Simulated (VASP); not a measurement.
# TiO2 (I4_1/amd) in VASP: single point with LDA

Aim: the single point of TiO2 with LDA.

Program: VASP 6.6.1. These are calculated values, not measurements. Logs are shortened: lines on timing, memory, paths and dates and some standing lists are left out, and cuts for length are marked.

## 1. The cell of the first run

Symmetry: I4_1/amd, No. 141, tetragonal system. The conventional cell has a = 3.807 Å, b = 3.807 Å, c = 9.515 Å, α = 90.00°, β = 90.00°, γ = 90.00°. Ti (site symmetry -4m2) has 6 O at 1.95 to 1.97 Å within 2.6 Å. O (site symmetry 2mm) has 3 Ti at 1.95 to 1.97 Å and 2 O at 2.46 Å within 2.6 Å.

## 2. Single point, LDA

INCAR reads:

```
ALGO = Normal ; EDIFF = 1E-6
ENCUT = 520 ; GGA = CA
ISIF = 2 ; ISMEAR = 0
LASPH = True ; LCHARG = True
LELF = True ; LREAL = False
LVHAR = True ; LWAVE = False
NBANDS = 33 ; NELM = 100
PREC = Accurate ; SIGMA = 0.01
```

KPOINTS reads:

```
k-points
0
Gamma
  6 6 6
```

POSCAR reads:

```
TiO2
1.0
   -1.9034526000      1.9034526000      4.7573000000
    1.9034526000     -1.9034526000      4.7573000000
    1.9034526000      1.9034526000     -4.7573000000
Ti O
2 4
Direct
    0.0000000000      0.0000000000      0.0000000000
    0.7500000000      0.2500000000      0.5000000000
    0.2072289862      0.2072289862      0.0000000000
    0.9572289862      0.4572289862      0.5000000000
    0.5427710138      0.0427710138      0.5000000000
    0.7927710138      0.7927710138      0.0000000000
```

Potentials or basis: VASP PAW LDA potentials, release 64 (Ti_sv, O).

Launch:

```console
cat potpaw_LDA.64/Ti_sv/POTCAR potpaw_LDA.64/O/POTCAR > POTCAR
mpirun -np 1 vasp_std > vasp.out
```

OUTCAR:

```text
EDIFF = 1E-6
   ENCUT = 520
   GGA = CA
   ISIF = 2
   ISMEAR = 0
   LASPH = True
   LREAL = False
   NELM = 100
   PREC = Accurate

 ion  position               nearest neighbor table
   1  0.000  0.000  0.000-   5 1.95   4 1.95   5 1.95   4 1.95   3 1.97   6 1.97
   2  0.750  0.250  0.500-   6 1.95   3 1.95   6 1.95   3 1.95   4 1.97   5 1.97
   3  0.207  0.207  0.000-   2 1.95   2 1.95   1 1.97
   4  0.957  0.457  0.500-   1 1.95   1 1.95   2 1.97
   5  0.543  0.043  0.500-   1 1.95   1 1.95   2 1.97
   6  0.793  0.793  0.000-   2 1.95   2 1.95   1 1.97

  LATTYP: Found a body centered tetragonal cell.
 ALAT       =     3.8069052000
 C/A-ratio  =     2.4993004817

  Lattice vectors:

 A1 = (  -1.9034526000,   1.9034526000,   4.7573000000)
 A2 = (   1.9034526000,  -1.9034526000,   4.7573000000)
 A3 = (   1.9034526000,   1.9034526000,  -4.7573000000)

Analysis of symmetry for initial positions (statically):
=====================================================================
 Subroutine PRICEL returns:
 Original cell was already a primitive cell.

 Routine SETGRP: Setting up the symmetry group for a
 body centered tetragonal supercell.

 Subroutine GETGRP returns: Found 16 space group operations
 (whereof  8 operations were pure point group operations)
 out of a pool of 16 trial point group operations.

The static configuration has the point symmetry D_2d.
 The point group associated with its full space group is D_4h.

Analysis of symmetry for dynamics (positions and initial velocities):
=====================================================================
 Subroutine PRICEL returns:
 Original cell was already a primitive cell.

 Routine SETGRP: Setting up the symmetry group for a
 body centered tetragonal supercell.

 Subroutine GETGRP returns: Found 16 space group operations
 (whereof  8 operations were pure point group operations)
 out of a pool of 16 trial point group operations.

The dynamic configuration has the point symmetry D_2d.
 The point group associated with its full space group is D_4h.

 Subroutine INISYM returns: Found 16 space group operations
 (whereof  8 operations are pure point group operations),
 and found     1 'primitive' translations

----------------------------------------------------------------------------------------

                                     Primitive cell

  volume of cell :      68.9453

  direct lattice vectors                    reciprocal lattice vectors
    -1.903452600  1.903452600  4.757300000     0.000000000  0.262680563  0.105101633
     1.903452600 -1.903452600  4.757300000     0.262680563  0.000000000  0.105101633
     1.903452600  1.903452600 -4.757300000     0.262680563  0.262680563  0.000000000

  length of vectors
     5.466092470  5.466092470  5.466092470     0.282926548  0.282926548  0.371486414

  position of ions in fractional coordinates (direct lattice)
     0.000000000  0.000000000  0.000000000
     0.750000000  0.250000000  0.500000000
     0.207228986  0.207228986  0.000000000
     0.957228986  0.457228986  0.500000000
     0.542771014  0.042771014  0.500000000
     0.792771014  0.792771014  0.000000000

  ion indices of the primitive-cell ions
   primitive index   ion index
                 1           1
                 2           2
                 3           3
                 4           4
                 5           5
                 6           6

----------------------------------------------------------------------------------------

 KPOINTS: k-points

Automatic generation of k-mesh.
 Grid dimensions read from file:
 generate k-points for:    6    6    6

 Generating k-lattice:

  Cartesian coordinates                     Fractional coordinates (reciprocal lattice)
     0.000000000  0.043780094  0.017516939     0.166666667  0.000000000  0.000000000
     0.043780094  0.000000000  0.017516939     0.000000000  0.166666667  0.000000000
     0.043780094  0.043780094  0.000000000     0.000000000  0.000000000  0.166666667

  Length of vectors
     0.047154425  0.047154425  0.061914402

  Shift w.r.t. Gamma in fractional coordinates (k-lattice)
     0.000000000  0.000000000  0.000000000

 Subroutine IBZKPT returns following result:
 ===========================================

 Found     30 irreducible k-points:

 Following reciprocal coordinates:
            Coordinates               Weight
  0.000000  0.000000  0.000000      1.000000
  0.166667  0.000000  0.000000      8.000000
  0.333333 -0.000000  0.000000      8.000000
  0.500000 -0.000000  0.000000      4.000000
  0.166667  0.166667  0.000000      8.000000
  0.333333  0.166667  0.000000     16.000000
[... 16 lines left out ...]
 -0.333333 -0.333333  0.166667      8.000000
 -0.166667 -0.333333  0.166667      8.000000
 [... further k-points ...]
   k-points           NKPTS =     30   k-points in BZ     NKDIM =     30   number of bands    NBANDS=     33
   number of dos      NEDOS =    301   number of ions     NIONS =      6
   total plane-waves  NPLWV =  74088
   dimension x,y,z NGX =    42 NGY =   42 NGZ =   42
   dimension x,y,z NGXF=    84 NGYF=   84 NGZF=   84
   ions per type =               2   4
   NGX,Y,Z   is equivalent  to a cutoff of  12.77, 12.77, 12.77 a.u.
   NGXF,Y,Z  is equivalent  to a cutoff of  25.55, 25.55, 25.55 a.u.
 SYSTEM =  unknown system
   PREC   = accura    normal or accurate (medium, high low for compatibility)
   ISTART =      0    job   : 0-new  1-cont  2-samecut
   ICHARG =      2    charge: 1-file 2-atom 10-const
   ISPIN  =      1    spin polarized calculation?
   LNONCOLLINEAR =      F non collinear calculations
   LSORBIT =      F    spin-orbit coupling
   LASPH  =      T    aspherical Exc in radial PAW
   ENCUT  =  520.0 eV  38.22 Ry    6.18 a.u.  10.16 10.16 10.16*2*pi/ulx,y,z
   NELM   =    100;   NELMIN=  2; NELMDL= -5     # of ELM steps
   EDIFF  = 0.1E-05   stopping-criterion for ELM
   LREAL  =      F    real-space projection
   EDIFFG = 0.1E-04   stopping-criterion for IOM
   NSW    =      0    number of steps for IOM
   IBRION =     -1    ionic relax: 0-MD 1-quasi-New 2-CG
   NFREE  =      0    steps in history (QN), initial steepest desc. (CG)
   ISIF   =      2    stress and relaxation
   ISYM   =      2    0-nonsym 1-usesym 2-fastsym
   POTIM  = 0.5000    time-step for ionic-motion
   TEBEG  =    0.0;   TEEND  =   0.0 temperature during run
   PSTRESS=    0.0 pullay stress
   NELECT =      48.0000    total number of electrons
   NUPDOWN=      -1.0000    fix difference up-down
   EMIN   =  10.00;   EMAX   =-10.00  energy-range for DOS
   EFERMI =   0.00;   METHOD = LEGACY
   ISMEAR =     0;   SIGMA  =   0.01  broadening in eV -4-tet -1-fermi 0-gaus
   EFERMI_NEDOS =   21; number of points for ismear=-14 and -15
   IALGO  =     38    algorithm
   IMIX   =      4    mixing-type and parameters
     AMIX     =   0.40;   BMIX     =  1.00
     AMIX_MAG =   1.60;   BMIX_MAG =  1.00
  volume/ion in A,a.u.               =      11.49        77.54
  Fermi-wavevector in a.u.,A,eV,Ry     =   1.450954  2.741906 28.643909  2.105268
  Thomas-Fermi vector in A             =   2.568507
   LORBIT       =      0    0 simple, 1 ext, 2 COOP (PROOUT), +10 PAW based schemes
   GGA     = CA    functional components
   LHFCALC =     F    Hartree Fock is set to
   AEXX    =    0.0000 exact exchange contribution
   IVDW    =     0    specifies the selected vdW correction
   LEPSILON=     F    determine dielectric tensor
   LRPA    =     F    only Hartree local field effects (RPA)
 non-spin polarized calculation
 Gauss-broadening in eV      SIGMA  =   0.01
  energy-cutoff  :      520.00
  volume of cell :       68.95
 maximum number of plane-waves:      1869
 NGX is ok and might be reduce to    42
   NGX = 21   NGY = 21   NGZ = 21

 number of electron      47.9999994 magnetization

 Free energy of the ion-electron system (eV)
  ---------------------------------------------------
  ext. energy  EPLUGINS =         0.00000000
  ---------------------------------------------------
  free energy    TOTEN  =       -58.77366761 eV

  energy without entropy =      -58.77366761  energy(sigma->0) =      -58.77366761

 E-fermi :   3.0964     XC(G=0): -11.2781

 val. band max:        2.9093960776   @ k =   0.5000   0.5000   0.0000
 cond. band min:       4.9465577712   @ k =   0.0000   0.0000   0.0000
 fundamental gap:      2.0371616936
 Fermi energy:         3.0963860981

 k-point     1 :       0.0000    0.0000    0.0000
  band No.  band energies     occupation
      1     -52.7209      2.00000
      2     -52.6575      2.00000
      3     -29.5963      2.00000
      4     -29.3424      2.00000
      5     -29.3424      2.00000
      6     -29.2677      2.00000
[... 25 lines left out ...]
     32       8.2065      0.00000
     33       8.3107      0.00000

 k-point     2 :       0.1667    0.0000    0.0000
  band No.  band energies     occupation
      1     -52.7172      2.00000
      2     -52.6601      2.00000
      3     -29.5882      2.00000
      4     -29.3759      2.00000
      5     -29.3450      2.00000
      6     -29.2802      2.00000
[... 25 lines left out ...]
     32       8.4800      0.00000
     33       8.8175      0.00000

 k-point     3 :       0.3333   -0.0000    0.0000
  band No.  band energies     occupation
      1     -52.7085      2.00000
      2     -52.6666      2.00000
      3     -29.5716      2.00000
      4     -29.4397      2.00000
      5     -29.3494      2.00000
      6     -29.2987      2.00000
[... 25 lines left out ...]
     32       8.8446      0.00000
     33       9.3197      0.00000

 k-point     4 :       0.5000   -0.0000    0.0000
  band No.  band energies     occupation
      1     -52.7028      2.00000
      2     -52.6712      2.00000
      3     -29.5615      2.00000
      4     -29.4735      2.00000
      5     -29.3514      2.00000
      6     -29.3030      2.00000
[... 673 lines left out ...]
     32       8.9196      0.00000
     33       9.1200      0.00000

 k-point    23 :      -0.3333   -0.3333    0.1667
  band No.  band energies     occupation
      1     -52.7019      2.00000
      2     -52.6744      2.00000
      3     -29.5147      2.00000
      4     -29.4210      2.00000
      5     -29.3687      2.00000
      6     -29.3005      2.00000
[... 25 lines left out ...]
     32       8.8863      0.00000
     33       9.2961      0.00000

 k-point    24 :      -0.1667   -0.3333    0.1667
  band No.  band energies     occupation
      1     -52.7096      2.00000
      2     -52.6677      2.00000
      3     -29.5428      2.00000
      4     -29.3912      2.00000
      5     -29.3549      2.00000
      6     -29.2744      2.00000
[... 25 lines left out ...]
     32       8.5999      0.00000
     33       8.7453      0.00000

 [... further k-points ...]
[... 5 lines left out ...]
  --------------------------------------------------------------------------------------
  -------------------------------------------------------------------------------------
  Total       -3.7344501     -3.7344501     -2.1971384      0.0000000      0.0000000      0.0000000
  in kB      -86.7825853    -86.7825853    -51.0579446      0.0000000      0.0000000      0.0000000
  external PRESSURE =     -74.8743718 kB  Pullay stress =       0.0000000 kB

 VOLUME and BASIS-vectors are now :
 -----------------------------------------------------------------------------
  energy-cutoff  :      520.00
  volume of cell :       68.95
      direct lattice vectors                 reciprocal lattice vectors
    -1.903452600  1.903452600  4.757300000     0.000000000  0.262680563  0.105101633
     1.903452600 -1.903452600  4.757300000     0.262680563  0.000000000  0.105101633
     1.903452600  1.903452600 -4.757300000     0.262680563  0.262680563  0.000000000

 POSITION                                       TOTAL-FORCE (eV/Angst)
 -----------------------------------------------------------------------------------
      0.00000      0.00000      0.00000        -0.000000     -0.000000     -0.000000
     -0.00000      1.90345      2.37865        -0.000000     -0.000000      0.000000
      0.00000      0.00000      1.97170         0.000000      0.000000      0.039004
     -0.00000      1.90345      4.35035         0.000000      0.000000      0.039004
      0.00000      1.90345      0.40695        -0.000000     -0.000000     -0.039004
      0.00000      0.00000      7.54290         0.000000      0.000000     -0.039004
 -----------------------------------------------------------------------------------
    total drift:                                0.000000      0.000000     -0.000000

  FREE ENERGIE OF THE ION-ELECTRON SYSTEM (eV)
  ---------------------------------------------------
  free  energy   TOTEN  =       -58.7736676104 eV

  energy  without entropy=      -58.7736676104  energy(sigma->0) =      -58.77366761
```

Wall time 65 s (1 thread of Intel Xeon Platinum 8559C (Emerald Rapids), shared host); peak memory 0.23 GiB.

What came out:

- Free energy: -58.7737 eV
- Pressure: -7.5 GPa
- Largest force: 0.039 eV/Å
- Band gap on the k mesh: 2.04 eV, indirect (least direct gap 2.32 eV)

Forces in eV/Å, atoms in the order of the input:
```
Ti   0.000  0.000  0.000
Ti   0.000  0.000  0.000
O    0.000  0.000  0.039
O    0.000  0.000  0.039
O    0.000  0.000 -0.039
O    0.000  0.000 -0.039
```

Levels at points of the mesh, in eV from the valence-band top:
```tsv
k point	band 22	band 23	band 24	band 25	band 26	band 27
(0.00, 0.00, 0.00)	-0.69	-0.40	-0.40	2.04	2.81	3.96
(0.50, 0.00, 0.00)	-0.89	-0.76	-0.56	3.16	3.50	3.53
(0.50, 0.50, 0.00)	-1.99	0.00	0.00	3.29	3.29	3.78
(0.50, 0.50, 0.50)	-1.18	-0.05	-0.05	2.41	2.41	3.72
```

A k mesh can miss the band edges. A hybrid or GW would open this gap; LDA tends to underestimate it.
